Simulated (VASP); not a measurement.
The system is TiO2.

```
CELL_PARAMETERS angstrom
6.23455 -1.90825 0.00000
6.23455 1.90825 0.00000
-1.95370 0.00000 6.41225
ATOMIC_POSITIONS crystal
Ti 0.90007 0.90007 0.28960
Ti 0.19529 0.19529 0.28376
Ti 0.09993 0.09993 0.71040
Ti 0.80471 0.80471 0.71624
O 0.36193 0.36193 0.29340
O 0.26349 0.26349 0.65250
O 0.86719 0.86719 0.99529
O 0.73651 0.73651 0.34750
O 0.94165 0.94165 0.63002
O 0.13281 0.13281 0.00471
O 0.63807 0.63807 0.70660
O 0.05835 0.05835 0.36998
```

Base run:

| Quantity | Value |
| --- | --- |
| Program | VASP 6.6.1 |
| Functional | b88 exchange, pbe correlation |
| Potentials or basis | VASP PAW PBE potentials, release 64 (Ti_sv, O) |
| Cutoff | 600 eV |
| k mesh | 8 × 8 × 4 |
| Occupations | fermi-dirac, width 0.05 eV |
| Spin | no spin polarisation |

Its results: band gap on the k mesh 2.59 eV (least direct gap 2.75 eV); pressure -7.9 GPa; largest force 0.357 eV/Å.

**Question.** The run is repeated on the same cell with these changes: functional from b88 exchange, pbe correlation to RPBE; cutoff from 600 eV to 520 eV; further incar settings from ALGO = Normal; EDIFF = 1e-06; NBANDS = 60 to ALGO = Normal; EDIFF = 1e-07; NBANDS = 60. What comes out?

**Answer.** Band gap on the k mesh 2.62 eV (least direct gap 2.78 eV); pressure -3.6 GPa; largest force 0.402 eV/Å.

Caveats: the cell stands under tension; the PAW data sets were made with another functional, which shifts forces and pressure a little.

A k mesh can miss the band edges.
